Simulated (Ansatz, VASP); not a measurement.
**CdS in VASP and in Ansatz**

Contents of POSCAR:

```
CdS
1.0
    4.2611695877      0.0000000000      0.0000000000
   -2.1305847939      3.6902811128      0.0000000000
    0.0000000000      0.0000000000      5.8041729400
Cd S
1 1
Direct
    0.0000000000      0.0000000000      0.4426919200
    0.6666666667      0.3333333333      0.4343080800
```

The input INCAR.step1:

```
PREC = Accurate ; ENCUT = 520
EDIFF = 1E-5 ; ISMEAR = -1
SIGMA = 0.05 ; LREAL = False
LASPH = True ; NELM = 80
ALGO = Normal ; ISIF = 2
LWAVE = True ; LCHARG = False
GGA = PE ; NBANDS = 16
LUSENCCL = False
```

File INCAR.step2:

```
PREC = Accurate ; ENCUT = 520
EDIFF = 1E-6 ; ISMEAR = -1
SIGMA = 0.05 ; LREAL = False
LASPH = True ; NELM = 80
ALGO = Normal ; ISIF = 2
LWAVE = False ; LCHARG = False
GGA = PE ; LHFCALC = True
AEXX = 0.25 ; PRECFOCK = Normal
ISTART = 1 ; NBANDS = 16
LUSENCCL = False
```

File KPOINTS:

```
Automatic mesh
0
Gamma
  6 6 4
```

input

```
crystal:
  lattice:
    - [4.2611695877, 0.0, 0.0]
    - [-2.1305847939, 3.6902811128, 0.0]
    - [0.0, 0.0, 5.80417294]
  atoms:
    - { symbol: Cd, position: [0.0, 0.0, 0.44269192] }
    - { symbol: S, position: [0.6666666667, 0.3333333333, 0.43430808] }
hamiltonian:
  xc: pbe0
  pseudopotentials: { kind: paw }
kpoints:
  mp_grid: { grid: [6, 6, 4] }
  band_path:
    path:
      - [[0.0, 0.0, 0.0], [0.5, 0.0, 0.0], [0.3333333333, 0.3333333333, 0.0], [0.0, 0.0, 0.0], [0.0, 0.0, 0.5], [0.5, 0.0, 0.5], [0.3333333333, 0.3333333333, 0.5], [0.0, 0.0, 0.5]]
      - [[0.5, 0.0, 0.5], [0.5, 0.0, 0.0]]
      - [[0.3333333333, 0.3333333333, 0.0], [0.3333333333, 0.3333333333, 0.5]]
    npoints: 4
scf:
  occupations: { method: fermi_dirac, width: 0.05 }
  n_extra_bands: 6
output:
  forces: true
  stress: true
  eigenvalues: true
  fatbands: false
```

Alike in both runs: functional PBE0; k mesh 6 × 6 × 4; occupations fermi-dirac, width 0.05 eV; no spin polarisation.

|  | VASP | Ansatz |
| --- | --- | --- |
| version | VASP 6.6.1 | Ansatz 0.2.0 |
| potentials or method | VASP PAW PBE potentials, release 64 (Cd, S) | Ansatz PAW |
| plane-wave cutoff (eV) | 520 | 420 |
| valence electrons in the cell | 18 | 26 |
| task | single point | band structure |

Ansatz gave:

| Property | Result |
| --- | --- |
| gap on the k mesh at the Fermi level (eV) | 3.15 |
| least direct gap on the mesh (eV) | 3.15 |
| pressure (GPa) | -0.8 |
| traceless stress, the component that is largest in VASP (GPa) | 0.84 |
| rms of the force components (eV/Å) | 0.012 |

Q: Which values does VASP return?

A: gap on the k mesh at the Fermi level (eV): 3.16; least direct gap on the mesh (eV): 3.17; pressure (GPa): -0.7; traceless stress, the component that is largest in VASP (GPa): 0.69; rms of the force components (eV/Å): 0.010.

Atom by atom the forces differ by 0.002 eV/Å (rms over components). With one functional, cell and mesh, what is left measures potentials, basis and numerics. VASP's potentials hold 18 valence electrons a cell and Ansatz's 26, so a difference there can come from the potentials and not from the codes.
